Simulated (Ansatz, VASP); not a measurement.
Two plane-wave programs on Al2InN3

Contents of INCAR:

```
ALGO = Normal
EDIFF = 1E-6
EDIFFG = -0.04
ENCUT = 600
GGA = PE
IBRION = 2
ISIF = 3
ISMEAR = 0
LASPH = T
LCHARG = F
LREAL = F
LWAVE = F
NELM = 60
NSW = 90
PREC = Accurate
SIGMA = 0.1
```

Contents of KPOINTS:

```
k-points
0
Gamma
  6 6 4
```

Contents of POSCAR:

```
Al2InN3
1.0
    4.5443932800      0.0000000000      0.0000000000
   -2.2721966400      3.9355600200      0.0000000000
    0.0000000000      0.0000000000      5.1518810900
Al In N
2 1 3
Direct
    0.3333333300      0.6666666700      0.5000000000
    0.6666666700      0.3333333300      0.5000000000
    0.0000000000      0.0000000000      0.0000000000
    0.4563794500      0.0000000000      0.0000000000
    0.0000000000      0.4563794500      0.0000000000
    0.5436205500      0.5436205500      0.0000000000
```

Input for Ansatz:

```yaml
crystal:
  lattice:
    - [4.54439328, 0.0, 0.0]
    - [-2.27219664, 3.93556002, 0.0]
    - [0.0, 0.0, 5.15188109]
  atoms:
    - { symbol: Al, position: [0.33333333, 0.66666667, 0.5] }
    - { symbol: Al, position: [0.66666667, 0.33333333, 0.5] }
    - { symbol: In, position: [0.0, 0.0, 0.0] }
    - { symbol: "N", position: [0.45637945, 0.0, 0.0] }
    - { symbol: "N", position: [0.0, 0.45637945, 0.0] }
    - { symbol: "N", position: [0.54362055, 0.54362055, 0.0] }
basis:
  ecutwfc: 420
kpoints:
  mp_grid: { grid: [6, 6, 4] }
hamiltonian:
  xc: pbe
scf:
  occupations: { method: gaussian, width: 0.1 }
  lower_state_search: "off"
output:
  forces: true
  stress: true
  eigenvalues: true
relax:
  adjacent_minimum: "off"
  f_tol: 0.04
  max_steps: 70
  cell: { stress_tol: 0.4 }
```

Alike in both runs: task relaxation of cell and atoms; functional PBE; k mesh 6 × 6 × 4; occupations gaussian, width 0.1 eV; no spin polarisation.

|  | VASP | Ansatz |
| --- | --- | --- |
| version | VASP 6.6.1 | Ansatz 0.2.0 |
| potentials or method | VASP PAW PBE potentials, release 64 (Al, In_d, N), cutoff 600 eV | scalar-relativistic, plane waves, PAW |
| valence electrons in the cell | 34 | 34 |

Ansatz gave:

- gap on the k mesh at the Fermi level, each at its own relaxed structure (eV): none
- relaxed volume (Å³/atom): 10.90
- relaxed cell length with the largest relative difference (Å): 2.724

Task: Which values does VASP return?

Result: gap on the k mesh at the Fermi level, each at its own relaxed structure (eV): none; relaxed volume (Å³/atom): 10.90; relaxed cell length with the largest relative difference (Å): 2.725.

A gap of «none» marks a metal or a gap that the smearing closes.

Noted on VASP's run: the volume moved by over 15 % at a fixed basis, so the end points are rough.
